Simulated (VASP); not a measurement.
# Ta2B2O (I4/mmm) in VASP: notebook

Runs on Ta2B2O. Level: PBE. Tasks: single point, relaxation of cell and atoms.

All numbers are computed with VASP 6.6.1; they aren't measurements. Logs are shortened: lines on timing, memory, paths and dates and some standing lists are left out, and cuts for length are marked.

### Step 1. The cell of the first run

Symmetry: I4/mmm, No. 139, tetragonal system. The conventional cell has a = 2.835 Å, b = 2.835 Å, c = 13.391 Å, α = 90.00°, β = 90.00°, γ = 90.00°. Ta (site symmetry 4mm) has 4 B at 2.32 Å and 4 O at 2.51 Å and 5 Ta at 2.83 to 3.02 Å within 3.1 Å. Within 2.7 Å of B (site symmetry -4m2) lie 4 B at 2.00 Å and 4 Ta at 2.32 Å. Within 3.3 Å of O (site symmetry 4/mmm) lie 8 Ta at 2.51 Å and 4 O at 2.83 Å.

The cell was built from a structure type or drawn by symmetry, and may not be a known phase.

### Step 2. Single point, PBE

Input file INCAR:

```
PREC     = Accurate       # precision mode
ENCUT    = 520            # plane-wave cutoff, eV
EDIFF    = 1E-6           # SCF threshold, eV
ISMEAR   = 0              # smearing method
SIGMA    = 0.1            # smearing width, eV
LREAL    = False          # projectors in reciprocal space
LASPH    = True           # aspherical terms in the spheres
NELM     = 80             # most SCF steps
ALGO     = Normal         # electronic algorithm
ISIF     = 2              # what is computed and relaxed
LWAVE    = False          # write WAVECAR
LCHARG   = False          # write CHGCAR
GGA      = PE             # functional
NBANDS   = 25             # bands
```

Input file KPOINTS:

```
Automatic mesh
0
Gamma
  8 8 8
```

Input file POSCAR:

```
Ta2B2O
1.0
   -1.4174264010      1.4174264010      6.6955098458
    1.4174264010     -1.4174264010      6.6955098458
    1.4174264010      1.4174264010     -6.6955098458
Ta B O
2 2 1
Direct
    0.3872001187      0.3872001187      0.0000000000
    0.6127998813      0.6127998813      0.0000000000
    0.7500000000      0.2500000000      0.5000000000
    0.2500000000      0.7500000000      0.5000000000
    0.0000000000      0.0000000000      0.0000000000
```

Potentials or basis: VASP PAW PBE potentials, release 64 (Ta_pv, B, O).

Command:

```console
$ cat potpaw_PBE.64/Ta_pv/POTCAR potpaw_PBE.64/B/POTCAR potpaw_PBE.64/O/POTCAR > POTCAR
$ mpirun -np 1 vasp_std > vasp.out
```

OUTCAR:

```text
PREC = Accurate
   ENCUT = 520
   EDIFF = 1E-6
   ISMEAR = 0
   LREAL = False
   LASPH = True
   NELM = 80
   ISIF = 2
   GGA = PE

 ion  position               nearest neighbor table
   1  0.387  0.387  0.000-   3 2.32   4 2.32   4 2.32   3 2.32   5 2.51   5 2.51   5 2.51   5 2.51
                             2 3.02
   2  0.613  0.613  0.000-   4 2.32   3 2.32   3 2.32   4 2.32   5 2.51   5 2.51   5 2.51   5 2.51
                             1 3.02
   3  0.750  0.250  0.500-   4 2.00   4 2.00   4 2.00   4 2.00   1 2.32   2 2.32   2 2.32   1 2.32

   4  0.250  0.750  0.500-   3 2.00   3 2.00   3 2.00   3 2.00   1 2.32   2 2.32   2 2.32   1 2.32

   5  0.000  0.000  0.000-   2 2.51   2 2.51   2 2.51   1 2.51   2 2.51   1 2.51   1 2.51   1 2.51

  LATTYP: Found a body centered tetragonal cell.
 ALAT       =     2.8348528020
 C/A-ratio  =     4.7237089990

  Lattice vectors:

 A1 = (  -1.4174264010,   1.4174264010,   6.6955098458)
 A2 = (   1.4174264010,  -1.4174264010,   6.6955098458)
 A3 = (   1.4174264010,   1.4174264010,  -6.6955098458)

Analysis of symmetry for initial positions (statically):
=====================================================================
 Subroutine PRICEL returns:
 Original cell was already a primitive cell.

 Routine SETGRP: Setting up the symmetry group for a
 body centered tetragonal supercell.

 Subroutine GETGRP returns: Found 16 space group operations
 (whereof 16 operations were pure point group operations)
 out of a pool of 16 trial point group operations.

The static configuration has the point symmetry D_4h.

Analysis of symmetry for dynamics (positions and initial velocities):
=====================================================================
 Subroutine PRICEL returns:
 Original cell was already a primitive cell.

 Routine SETGRP: Setting up the symmetry group for a
 body centered tetragonal supercell.

 Subroutine GETGRP returns: Found 16 space group operations
 (whereof 16 operations were pure point group operations)
 out of a pool of 16 trial point group operations.

The dynamic configuration has the point symmetry D_4h.

 Subroutine INISYM returns: Found 16 space group operations
 (whereof 16 operations are pure point group operations),
 and found     1 'primitive' translations

----------------------------------------------------------------------------------------

                                     Primitive cell
[... 98 lines left out ...]
   LREAL  =      F    real-space projection
   EDIFFG = 0.1E-04   stopping-criterion for IOM
   NSW    =      0    number of steps for IOM
   IBRION =     -1    ionic relax: 0-MD 1-quasi-New 2-CG
   NFREE  =      0    steps in history (QN), initial steepest desc. (CG)
   ISIF   =      2    stress and relaxation
   ISYM   =      2    0-nonsym 1-usesym 2-fastsym
   POTIM  = 0.5000    time-step for ionic-motion
   TEBEG  =    0.0;   TEEND  =   0.0 temperature during run
   PSTRESS=    0.0 pullay stress
   NELECT =      34.0000    total number of electrons
   NUPDOWN=      -1.0000    fix difference up-down
   EMIN   =  10.00;   EMAX   =-10.00  energy-range for DOS
   EFERMI =   0.00;   METHOD = LEGACY
   ISMEAR =     0;   SIGMA  =   0.10  broadening in eV -4-tet -1-fermi 0-gaus
   EFERMI_NEDOS =   21; number of points for ismear=-14 and -15
   IALGO  =     38    algorithm
   IMIX   =      4    mixing-type and parameters
     AMIX     =   0.40;   BMIX     =  1.00
     AMIX_MAG =   1.60;   BMIX_MAG =  1.00
  volume/ion in A,a.u.               =      10.76        72.62
  Fermi-wavevector in a.u.,A,eV,Ry     =   1.404816  2.654718 26.851223  1.973509
  Thomas-Fermi vector in A             =   2.527340
   LORBIT       =      0    0 simple, 1 ext, 2 COOP (PROOUT), +10 PAW based schemes
   GGA     = PE    functional components
   LHFCALC =     F    Hartree Fock is set to
   AEXX    =    0.0000 exact exchange contribution
   IVDW    =     0    specifies the selected vdW correction
   LEPSILON=     F    determine dielectric tensor
   LRPA    =     F    only Hartree local field effects (RPA)
 non-spin polarized calculation
 Gauss-broadening in eV      SIGMA  =   0.10
  energy-cutoff  :      520.00
  volume of cell :       53.81
 maximum number of plane-waves:      1468
 NGX is ok and might be reduce to    54
   NGX = 25   NGY = 25   NGZ = 25

 number of electron      33.9999999 magnetization

 Free energy of the ion-electron system (eV)
  ---------------------------------------------------
  ext. energy  EPLUGINS =         0.00000000
  ---------------------------------------------------
  free energy    TOTEN  =       -43.48904985 eV

  energy without entropy =      -43.47805322  energy(sigma->0) =      -43.48355154

 E-fermi :   7.2159     XC(G=0): -12.6949

 val. band max:        7.1915052056   @ k =   0.5000   0.1250   0.0000
 cond. band min:       7.2390684626   @ k =  -0.1250   0.2500   0.1250
 fundamental gap:      0.0475632570
 Fermi energy:         7.2159259518

 k-point     1 :       0.0000    0.0000    0.0000
  band No.  band energies     occupation
      1     -27.7758      2.00000
      2     -27.4422      2.00000
      3     -27.1344      2.00000
      4     -27.1344      2.00000
      5     -27.1130      2.00000
      6     -27.1130      2.00000
[... 661 lines left out ...]
     24      12.6996      0.00000
     25      13.0760      0.00000

 [... further k-points ...]

------------------------ aborting loop because EDIFF is reached ----------------------------------------

  FORCE on cell =-STRESS in cart. coord.  units (eV):
  Direction    XX          YY          ZZ          XY          YZ          ZX
  --------------------------------------------------------------------------------------
  -------------------------------------------------------------------------------------
  Total        0.0439292      0.0439292      0.1305167      0.0000000     -0.0000000      0.0000000
  in kB        1.3080338      1.3080338      3.8862618      0.0000000     -0.0000000      0.0000000
  external PRESSURE =       2.1674431 kB  Pullay stress =       0.0000000 kB

 VOLUME and BASIS-vectors are now :
 -----------------------------------------------------------------------------
  energy-cutoff  :      520.00
  volume of cell :       53.81
      direct lattice vectors                 reciprocal lattice vectors
    -1.417426401  1.417426401  6.695509846     0.000000000  0.352752002  0.074676912
     1.417426401 -1.417426401  6.695509846     0.352752002  0.000000000  0.074676912
     1.417426401  1.417426401 -6.695509846     0.352752002  0.352752002  0.000000000

 POSITION                                       TOTAL-FORCE (eV/Angst)
 -----------------------------------------------------------------------------------
      0.00000      0.00000      5.18500         0.000000      0.000000      0.008608
      0.00000      0.00000      8.20602        -0.000000     -0.000000     -0.008608
      0.00000      1.41743      3.34775         0.000000      0.000000     -0.000000
      1.41743      0.00000      3.34775         0.000000      0.000000      0.000000
      0.00000      0.00000      0.00000         0.000000      0.000000     -0.000000
 -----------------------------------------------------------------------------------
    total drift:                               -0.000000      0.000000      0.000000

  FREE ENERGIE OF THE ION-ELECTRON SYSTEM (eV)
  ---------------------------------------------------
  free  energy   TOTEN  =       -43.4890498497 eV

  energy  without entropy=      -43.4780532220  energy(sigma->0) =      -43.48355154
```

Run time: 3.8 min. Hardware: 1 thread of AMD EPYC 9R45 (Zen 5), shared host; peak memory 0.4 GiB.

What came out:

```yaml
Free_energy: -43.4890 eV
Pressure: 0.2 GPa
Largest_force: 0.009 eV/Å
Band_gap_on_the_k_mesh: zero (bands 17 and 18 overlap by 1.64 eV)
```

Forces on the atoms (eV/Å):
```
Ta   0.000  0.000  0.009
Ta   0.000  0.000 -0.009
B    0.000  0.000  0.000
B    0.000  0.000  0.000
O    0.000  0.000  0.000
```

Levels at points of the mesh, in eV from the Fermi level:
```csv
k point,band 13,band 14,band 15,band 16,band 17,band 18,band 19,band 20,band 21,band 22
"(0.00, 0.00, 0.00)",-3.70,-3.69,-3.36,-1.70,-1.70,-0.08,0.41,2.98,2.98,4.51
"(0.50, 0.00, 0.00)",-4.01,-3.06,-1.85,-1.56,0.62,1.21,1.75,2.34,2.73,3.59
"(0.50, 0.50, 0.00)",-5.41,-4.84,-2.49,-2.26,-1.77,0.33,0.80,3.48,4.86,5.07
"(0.50, 0.50, 0.50)",-3.68,-3.37,-2.56,-1.55,-1.55,-0.85,2.19,2.86,2.86,4.56
```

Caveat: spin-orbit coupling is left out, which moves the levels of the heavy elements.

### Step 3. Single point, PBE

This run uses another cell than the first one, of 11.90 Å³/atom.

Input file INCAR:

```
PREC = Accurate
ENCUT = 520
EDIFF = 1E-6
ISMEAR = 0
SIGMA = 0.1
LREAL = False
LASPH = True
NELM = 80
ALGO = Normal
ISIF = 2
LWAVE = False
LCHARG = False
GGA = PE
NBANDS = 25
```

KPOINTS is that of step 2.

Input file POSCAR:

```
Ta2B2O
1.0
   -1.7360537700      1.7360537700      4.9352848000
    1.7360537700     -1.7360537700      4.9352848000
    1.7360537700      1.7360537700     -4.9352848000
Ta B O
2 2 1
Direct
    0.3851800000      0.3851800000      0.0000000000
    0.6148200000      0.6148200000      0.0000000000
    0.7500000000      0.2500000000      0.5000000000
    0.2500000000      0.7500000000      0.5000000000
    0.0000000000      0.0000000000      0.0000000000
```

Potentials or basis: VASP PAW PBE potentials, release 64 (Ta_pv, B, O).

Command:

```console
$ cat potpaw_PBE.64/Ta_pv/POTCAR potpaw_PBE.64/B/POTCAR potpaw_PBE.64/O/POTCAR > POTCAR
$ mpirun -np 1 vasp_std > vasp.out
```

Run time: 1.7 min. Hardware: 1 thread of AMD EPYC 9R45 (Zen 5), shared host; peak memory 0.27 GiB.

The run converged. Its results:

```yaml
Free_energy: -38.4452 eV
Pressure: 14.3 GPa
Largest_force: 4.388 eV/Å
Band_gap_on_the_k_mesh: zero (bands 17 and 18 overlap by 1.81 eV)
```

Forces on the atoms (eV/Å):
```
Ta   0.000  0.000 -4.388
Ta   0.000  0.000  4.388
B    0.000  0.000  0.000
B    0.000  0.000  0.000
O    0.000  0.000  0.000
```

Stress tensor (GPa, compression positive):
```
-17.65   0.00   0.00
  0.00 -17.65   0.00
  0.00   0.00  78.16
```

Levels at points of the mesh, in eV from the Fermi level:
```tsv
k point	band 15	band 16	band 17	band 18	band 19	band 20
(0.00, 0.00, 0.00)	-2.87	-0.90	-0.07	0.31	0.31	1.72
(0.50, 0.00, 0.00)	-1.66	-0.78	-0.19	0.18	1.53	2.01
(0.50, 0.50, 0.00)	-1.10	0.04	0.40	2.11	2.73	2.74
(0.50, 0.50, 0.50)	-2.63	-2.33	-1.22	2.33	2.75	2.89
```

Caveat: the cell stands under pressure; spin-orbit coupling is left out, which moves the levels of the heavy elements; forces of over 1 eV/Å act on the atoms, so gaps and moduli don't describe the material at rest.

### Step 4. Relaxation of cell and atoms, PBE

This run uses another cell than the first one, of 11.90 Å³/atom.

Input file INCAR:

```
ALGO     = Normal         # electronic algorithm
EDIFF    = 1E-7           # SCF threshold, eV
EDIFFG   = -0.04          # ionic threshold
ENCUT    = 600            # plane-wave cutoff, eV
GGA      = PE             # functional
IBRION   = 2              # ionic algorithm
ISIF     = 3              # what is computed and relaxed
ISMEAR   = 0              # smearing method
LASPH    = T              # aspherical terms in the spheres
LCHARG   = F              # write CHGCAR
LREAL    = F              # projectors in reciprocal space
LWAVE    = F              # write WAVECAR
NELM     = 100            # most SCF steps
NSW      = 90             # ionic steps
PREC     = Accurate       # precision mode
SIGMA    = 0.1            # smearing width, eV
```

Input file KPOINTS:

```
k-points
0
Gamma
  8 8 8
```

POSCAR is that of step 3.

Command:

```console
$ cat potpaw_PBE.64/Ta_pv/POTCAR potpaw_PBE.64/B/POTCAR potpaw_PBE.64/O/POTCAR > POTCAR
$ mpirun -np 1 vasp_std > vasp.out
```

It took 23 min on 1 thread of AMD EPYC 9R45 (Zen 5), shared host; peak memory 0.37 GiB.

It converged, with:

```yaml
Free_energy: -43.4525 eV
Relaxed_volume: 10.75 Å³/atom
Relaxed_cell: a = 6.941 Å, b = 6.941 Å, c = 6.941 Å, α = 156.35°, β = 156.35°, γ = 33.69°
Space_group_after_relaxing_to_0.1_Å: I4/mmm (No. 139)
Energy_gained_by_relaxing: 1000.8 meV/atom
Ionic_steps: 14
Pressure_after_relaxing: -0.2 GPa
Largest_force_after_relaxing: 0.010 eV/Å
Band_gap_on_the_k_mesh: zero (bands 17 and 18 overlap by 1.48 eV)
```

Forces on the atoms (eV/Å):
```
Ta   0.000  0.000 -0.010
Ta   0.000  0.000  0.010
B    0.000  0.000  0.000
B    0.000  0.000  0.000
O    0.000  0.000  0.000
```

Stress tensor (GPa, compression positive):
```
-0.13  0.00  0.00
 0.00 -0.13  0.00
 0.00  0.00 -0.29
```

The path:
| step | energy change (eV) | largest force (eV/Å) | pressure (GPa) | volume (Å³) |
| --- | --- | --- | --- | --- |
| 1 | 0.0000 | 4.3882 | 14.28 | 59.50 |
| 2 | -2.0160 | 5.0404 | -4.98 | 66.83 |
| 3 | -2.4931 | 4.0914 | -3.32 | 64.09 |
| 4 | -3.9452 | 1.0014 | -17.52 | 63.13 |
| 5 | -4.1770 | 0.6531 | -22.15 | 62.48 |
| 6 | -4.8176 | 2.4263 | -0.81 | 53.49 |
| 7 | -4.8330 | 2.1320 | -4.70 | 54.58 |
| 8 | -4.9731 | 0.0205 | 3.05 | 53.27 |
| 9 | -4.9737 | 0.1517 | 2.52 | 53.34 |
| 10 | -4.9949 | 0.0000 | -0.23 | 53.92 |
| 11 | -4.9977 | 0.0669 | -1.65 | 54.23 |
| 12 | -5.0032 | 0.0764 | -0.43 | 53.88 |
| 13 | -5.0036 | 0.0800 | 0.03 | 53.75 |
| 14 | -5.0038 | 0.0098 | -0.18 | 53.76 |

Final structure:
```cif
data_structure
_symmetry_space_group_name_H-M 'P 1'
_symmetry_Int_Tables_number 1
_cell_length_a 6.9410
_cell_length_b 6.9410
_cell_length_c 6.9410
_cell_angle_alpha 156.350
_cell_angle_beta 156.350
_cell_angle_gamma 33.693
_cell_volume 53.76
loop_
_atom_site_label
_atom_site_type_symbol
_atom_site_fract_x
_atom_site_fract_y
_atom_site_fract_z
_atom_site_occupancy
Ta1 Ta 0.38751 0.38751 0.00000 1
Ta2 Ta 0.61249 0.61249 0.00000 1
B1 B 0.75000 0.25000 0.50000 1
B2 B 0.25000 0.75000 0.50000 1
O1 O 0.00000 0.00000 0.00000 1
```

Levels at points of the mesh, in eV from the Fermi level:
```csv
k point,band 15,band 16,band 17,band 18,band 19,band 20
"(0.00, 0.00, 0.00)",-3.35,-1.74,-1.74,0.06,0.38,2.92
"(0.50, 0.00, 0.00)",-1.84,-1.51,0.55,1.15,1.70,2.34
"(0.50, 0.50, 0.00)",-2.46,-2.20,-1.78,0.44,0.82,3.58
"(0.50, 0.50, 0.50)",-2.55,-1.59,-1.59,-0.73,2.25,2.85
```

Caveat: a cell axis changed by over 15 % at a fixed basis, so the end point is rough; spin-orbit coupling is left out, which moves the levels of the heavy elements.

### Step 5. Single point, PBE

Input file INCAR:

```
SYSTEM = Ta2B2O
  PREC = Accurate
  ENCUT = 520
  EDIFF = 1E-6
  ISMEAR = 0
  SIGMA = 0.1
  LREAL = .FALSE.
  LASPH = .TRUE.
  NELM = 80
  ALGO = Normal
  ISIF = 2
  LWAVE = .FALSE.
  LCHARG = .FALSE.
  GGA = PE
  NBANDS = 25
```

Input file KPOINTS:

```
regular mesh
0
G
  18 18 18
  0 0 0
```

Input file POSCAR:

```
Ta2B2O
1.0
   -1.4164906023      1.4164906023      6.6972238898
    1.4164906023     -1.4164906023      6.6972238898
    1.4164906023      1.4164906023     -6.6972238898
Ta B O
2 2 1
Direct
    0.3873849618      0.3873849618      0.0000000000
    0.6126150382      0.6126150382      0.0000000000
    0.7500000000      0.2500000000      0.5000000000
    0.2500000000      0.7500000000      0.5000000000
    0.0000000000      0.0000000000      0.0000000000
```

Command:

```console
$ cat potpaw_PBE.64/Ta_pv/POTCAR potpaw_PBE.64/B/POTCAR potpaw_PBE.64/O/POTCAR > POTCAR
$ mpirun -np 1 vasp_std > vasp.out
```

Wall time 30 min (1 thread of AMD EPYC 9R45 (Zen 5), shared host); peak memory 0.82 GiB.

It converged, with:

```yaml
Free_energy: -43.5085 eV
Pressure: 0.3 GPa
Largest_force: 0.005 eV/Å
Band_gap_on_the_k_mesh: zero (bands 17 and 18 overlap by 1.63 eV)
```

Forces on the atoms (eV/Å):
```
Ta   0.000  0.000  0.005
Ta   0.000  0.000 -0.005
B    0.000  0.000  0.000
B    0.000  0.000  0.000
O    0.000  0.000  0.000
```

Stress tensor (GPa, compression positive):
```
0.25 0.00 0.00
0.00 0.25 0.00
0.00 0.00 0.35
```

Levels at points of the mesh, in eV from the Fermi level:
```csv
k point,band 15,band 16,band 17,band 18,band 19,band 20
"(0.00, 0.00, 0.00)",-3.26,-1.61,-1.61,0.01,0.50,3.08
"(0.50, 0.00, 0.00)",-1.77,-1.48,0.72,1.31,1.85,2.44
"(0.50, 0.50, 0.00)",-2.40,-2.18,-1.69,0.42,0.87,3.57
"(0.50, 0.50, 0.50)",-2.49,-1.46,-1.46,-0.76,2.28,2.96
```

Caveat: spin-orbit coupling is left out, which moves the levels of the heavy elements.

### Step 6. Summary

| task | cell | k mesh | cutoff (eV) | gap on the mesh (eV) | pressure (GPa) | largest force (eV/Å) |
| --- | --- | --- | --- | --- | --- | --- |
| single point | a = 6.989 Å, angles 156.6, 156.6, 33.3°, 5 atoms, atomic positions A | 8 × 8 × 8 | 520 | none | 0.2 | 0.01 |
| single point | a = 5.512 Å, angles 143.3, 143.3, 52.9°, 5 atoms, atomic positions B | 8 × 8 × 8 | 520 | none | 14.3 | 4.39 |
| relaxation of cell and atoms | relaxed from a = 5.512 Å, angles 143.3, 143.3, 52.9°, 5 atoms, atomic positions B | 8 × 8 × 8 | 600 | none | -0.2 | 0.01 |
| single point | a = 6.990 Å, angles 156.6, 156.6, 33.3°, 5 atoms, atomic positions A | 18 × 18 × 18 | 520 | none | 0.3 | - |

Alike in all rows: level PBE; potentials or basis VASP PAW PBE potentials, release 64 (Ta_pv, B, O); no spin polarisation; smearing gaussian 0.1 eV.

Caveats: spin-orbit coupling is left out, which moves the levels of the heavy elements; the cell stands under pressure (at least some runs); forces of over 1 eV/Å act on the atoms, so gaps and moduli don't describe the material at rest (at least some runs); a cell axis changed by over 15 % at a fixed basis, so the end point is rough (at least some runs).

Absolute energies hang on the potentials; compare differences alone.
